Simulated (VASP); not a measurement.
Set up this calculation in VASP 6.6.1, as the native input.

| Property | Result |
| --- | --- |
| Task | single point |
| Functional | PBE |
| Potentials or basis | VASP PAW PBE potentials, release 64 (Sr_sv, V_sv, O) |
| Cutoff | 520 eV |
| k mesh | 5 × 5 × 5 |
| Occupations | fermi-dirac, width 0.1 eV |
| Spin | collinear spin, ferromagnetic start |
| Starting moments | [0.0, 1.0, 0.0, 0.0, 0.0] μB |
| Hubbard terms | V d U = 3.0 eV |
| Dipole correction | no |
| Further INCAR settings | ALGO = Normal; EDIFF = 1e-06; NBANDS = 32 |

The structure of SrVO3 lies in POSCAR:

```
SrVO3
1.0
    3.8400000000      0.0000000000      0.0000000000
    0.0000000000      3.8400000000      0.0000000000
    0.0000000000      0.0000000000      3.8400000000
Sr V O
1 1 3
Direct
    0.0000000000      0.0000000000      0.0000000000
    0.5000000000      0.5000000000      0.5000000000
    0.4958960000      0.4997570000      0.0150750000
    0.5000000000      0.0000000000      0.5000000000
    0.0000000000      0.5000000000      0.5000000000
```

These files were run (other wordings do the same):

INCAR

```
PREC = Accurate
ENCUT = 520
EDIFF = 1E-6
ISMEAR = -1
SIGMA = 0.1
LREAL = False
LASPH = True
NELM = 150
ALGO = Normal
ISIF = 2
LWAVE = False
LCHARG = True
ISPIN = 2
MAGMOM = 0 1 0 0 0
LORBIT = 11
LMAXMIX = 4
LDAU = True
LDAUTYPE = 2
LDAUL = -1 2 -1
LDAUU = 0 3 0
LDAUJ = 0 0 0
LDAUPRINT = 1
GGA = PE
LELF = True
LVHAR = True
NBANDS = 32
```

KPOINTS

```
regular mesh
0
Gamma
  5 5 5
```

Potentials or basis: VASP PAW PBE potentials, release 64 (Sr_sv, V_sv, O).

Command:

```sh
$ cat potpaw_PBE.64/Sr_sv/POTCAR potpaw_PBE.64/V_sv/POTCAR potpaw_PBE.64/O/POTCAR > POTCAR
$ mpirun -np 1 vasp_std > vasp.out
```

Results of the run:

| Item | Value |
| --- | --- |
| Pressure | 8.5 GPa |
| Largest force | 1.013 eV/Å |
| Band gap on the k mesh | zero (filled and empty bands overlap) |
| Net moment | 1.00 μB per cell |
| Site moments | Sr +0.00; V +1.09; O -0.05 μB |
| Valence electrons inside the program's atomic spheres | Sr 8.03; V 11.53; O 5.07, 5.06 (each value once) |

Caveat: the cell stands under pressure; forces of over 1 eV/Å act on the atoms, so gaps and moduli don't describe the material at rest.

Wall time 4.1 min on 1 thread of Intel(R) Xeon(R) Platinum 8259CL CPU @ 2.50GHz (Skylake/Cascade Lake) (shared host), peak memory 0.31 GiB.
